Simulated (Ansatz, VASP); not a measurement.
One calculation of Cd7F16, two programs

```
Cd F
1.0
    -5.44448    0.00000    5.44448
    -5.44448   -5.44448    0.00000
     0.00000   -5.44448    5.44448
Cd F
7 16
Cartesian
  0.0000 -2.7222 2.7222
  -2.7222 -2.7222 0.0000
  0.0000 0.0000 0.0000
  -5.4445 -5.4445 5.4445
  -2.7222 -2.7222 5.4445
  -5.4445 -2.7222 2.7222
  -2.7222 0.0000 2.7222
  -1.3932 -1.3291 1.3932
  -4.1946 -3.9722 1.2499
  -1.2499 -3.9722 4.1946
  -4.1946 -6.9168 4.1946
  -4.0513 -1.3291 4.0513
  -6.8376 -4.1154 4.0513
  -4.0513 -4.1154 6.8376
  -6.6944 -6.9168 6.6944
  -4.1946 -3.9722 4.1946
  -6.8376 -6.7736 4.0513
  -4.0513 -6.7736 6.8376
  -6.8376 -9.5599 6.8376
  -6.6944 -3.9722 6.6944
  -9.6391 -6.9168 6.6944
  -6.6944 -6.9168 9.6391
  -9.4958 -9.5599 9.4958
```

Change from the starting cell: Cd vacancy, atoms relaxed.

Alike in both runs: functional PBE; dispersion D3(BJ); k mesh 4 × 4 × 4; occupations gaussian, width 0.05 eV; no spin polarisation.

Ansatz relaxed the structure, and its values are those at the end. VASP's run is a single point on that final structure, the one shown.

|  | VASP | Ansatz |
| --- | --- | --- |
| version | VASP 6.6.1 | Ansatz 0.2.0 |
| potentials or method | VASP PAW PBE potentials, release 64 (Cd, F), cutoff 520 eV | scalar-relativistic, plane waves, PAW |
| valence electrons in the cell | 196 | 252 |

Ansatz gave:

```
gap on the k mesh at the Fermi level (eV) : none
pressure (GPa)                            : 0.5
rms of the force components (eV/Å)        : 0.003
```

Q: Estimate VASP's values.

A: gap on the k mesh at the Fermi level (eV): none; pressure (GPa): 1.1; rms of the force components (eV/Å): 0.016.

A gap of «none» marks a metal or a gap that the smearing closes. VASP's potentials hold 196 valence electrons a cell and Ansatz's 252, so a difference there can come from the potentials and not from the codes. Ansatz's warnings: stress scf threshold loose.
